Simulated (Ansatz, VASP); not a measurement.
# Mo in VASP and in Ansatz

INCAR

```
  ALGO = Normal
  EDIFF = 1E-6
  ENCUT = 520
  GGA = PE
  ISIF = 2
  ISMEAR = 1
  LASPH = True
  LCHARG = False
  LREAL = False
  LWAVE = False
  NBANDS = 13
  NELM = 100
  PREC = Accurate
  SIGMA = 0.1
```

File KPOINTS:

```
k-points
0
Gamma
  13 13 13
```

Contents of POSCAR:

```
Mo
1.0
   -1.5521500284      1.5521500284      1.5521500284
    1.5521500284     -1.5521500284      1.5521500284
    1.5521500284      1.5521500284     -1.5521500284
Mo
1
Direct
    0.0000000000      0.0000000000      0.0000000000
```

Input for Ansatz:

```yaml
crystal:
  lattice:
    - [-1.5521500283730707, 1.5521500283730707, 1.5521500283730707]
    - [1.5521500283730707, -1.5521500283730707, 1.5521500283730707]
    - [1.5521500283730707, 1.5521500283730707, -1.5521500283730707]
  atoms:
    - { symbol: Mo, position: [0.0, 0.0, 0.0] }
basis:
  ecutwfc: 500.0
kpoints:
  mp_grid:
    grid: [13, 13, 13]
hamiltonian:
  xc: pbe
scf:
  occupations:
    method: cold
    width: 0.1
output:
  stress: true
```

Alike in both runs: task single point; functional PBE; k mesh 13 × 13 × 13; no spin polarisation.

|  | VASP | Ansatz |
| --- | --- | --- |
| version | VASP 6.6.1 | Ansatz 0.2.0 |
| potentials or method | VASP PAW PBE potentials, release 64 (Mo_sv), cutoff 520 eV | plane waves, PAW |
| occupations | methfessel-paxton of order 1, width 0.1 eV | cold, width 0.1 eV |
| valence electrons in the cell | 14 | 14 |

|  | VASP | Ansatz | Ansatz less VASP |
| --- | --- | --- | --- |
| pressure (GPa) | 15.9 | 15.3 | -0.60 |
